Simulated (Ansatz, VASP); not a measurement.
# SnS2: VASP beside Ansatz

```
CELL_PARAMETERS angstrom
11.10937 -6.41400 0.00000
-11.10937 -6.41400 0.00000
0.00000 0.00000 -13.65535
ATOMIC_POSITIONS crystal
Sn 0.16667 0.83333 0.50000
Sn 0.16667 0.83333 0.00000
Sn 0.66667 0.83333 0.50000
Sn 0.66667 0.83333 0.00000
Sn 0.33333 0.66667 0.50000
Sn 0.33333 0.66667 0.00000
Sn 0.00000 0.50000 0.50000
Sn 0.00000 0.50000 0.00000
Sn 0.83333 0.66667 0.50000
Sn 0.83333 0.66667 0.00000
Sn 0.50000 0.50000 0.50000
Sn 0.50000 0.50000 0.00000
Sn 0.16667 0.33333 0.50000
Sn 0.16667 0.33333 0.00000
Sn 0.66667 0.33333 0.50000
Sn 0.66667 0.33333 0.00000
Sn 0.33333 0.16667 0.50000
Sn 0.33333 0.16667 0.00000
Sn 0.00000 0.00000 0.50000
Sn 0.00000 0.00000 0.00000
Sn 0.83333 0.16667 0.50000
Sn 0.83333 0.16667 0.00000
Sn 0.50000 0.00000 0.50000
Sn 0.50000 0.00000 0.00000
S 0.00000 0.66667 0.39178
S 0.00000 0.66667 0.89178
S 0.50000 0.66667 0.39178
S 0.50000 0.66667 0.89178
S 0.16667 0.50000 0.39178
S 0.16667 0.50000 0.89178
S 0.83333 0.33333 0.39178
S 0.83333 0.33333 0.89178
S 0.66667 0.50000 0.39178
S 0.66667 0.50000 0.89178
S 0.33333 0.33333 0.39178
S 0.33333 0.33333 0.89178
S 0.00000 0.16667 0.39178
S 0.00000 0.16667 0.89178
S 0.50000 0.16667 0.39178
S 0.50000 0.16667 0.89178
S 0.16667 0.00000 0.39178
S 0.16667 0.00000 0.89178
S 0.83333 0.83333 0.39178
S 0.83333 0.83333 0.89178
S 0.66667 0.00000 0.39178
S 0.66667 0.00000 0.89178
S 0.33333 0.83333 0.39178
S 0.33333 0.83333 0.89178
S 0.16667 0.66667 0.10822
S 0.16667 0.66667 0.60822
S 0.66667 0.66667 0.10822
S 0.66667 0.66667 0.60822
S 0.33333 0.50000 0.10822
S 0.33333 0.50000 0.60822
S 0.00000 0.33333 0.10822
S 0.00000 0.33333 0.60822
S 0.83333 0.50000 0.10822
S 0.83333 0.50000 0.60822
S 0.50000 0.33333 0.10822
S 0.50000 0.33333 0.60822
S 0.16667 0.16667 0.10822
S 0.16667 0.16667 0.60822
S 0.66667 0.16667 0.10822
S 0.66667 0.16667 0.60822
S 0.33333 0.00000 0.10822
S 0.33333 0.00000 0.60822
S 0.00000 0.83333 0.10822
S 0.00000 0.83333 0.60822
S 0.83333 0.00000 0.10822
S 0.83333 0.00000 0.60822
S 0.50000 0.83333 0.10822
S 0.50000 0.83333 0.60822
```

Alike in both runs: task single point; functional PBE; k mesh 1 × 1 × 1; occupations gaussian, width 0.01 eV; no spin polarisation.

|  | VASP | Ansatz |
| --- | --- | --- |
| version | VASP 6.6.1 | Ansatz 0.2.0 |
| potentials or method | VASP PAW PBE potentials, release 64 (Sn_d, S), cutoff 500 eV | scalar-relativistic, plane waves, PAW |
| valence electrons in the cell | 624 | 624 |

|  | VASP | Ansatz | Ansatz less VASP |
| --- | --- | --- | --- |
| gap on the k mesh at the Fermi level (eV) | 1.63 | 1.64 | +0.003 |
| least direct gap on the mesh (eV) | 1.63 | 1.64 | +0.003 |
| pressure (GPa) | -0.1 | 0.0 | +0.12 |
| traceless stress, the component that is largest in VASP (GPa) | -0.07 | -0.05 | +0.018 |
| rms of the force components (eV/Å) | 0.005 | 0.004 | -0.0010 |

Atom by atom the forces differ by 0.001 eV/Å (rms over components).

The k mesh is coarse, so the values compare programs but aren't converged.
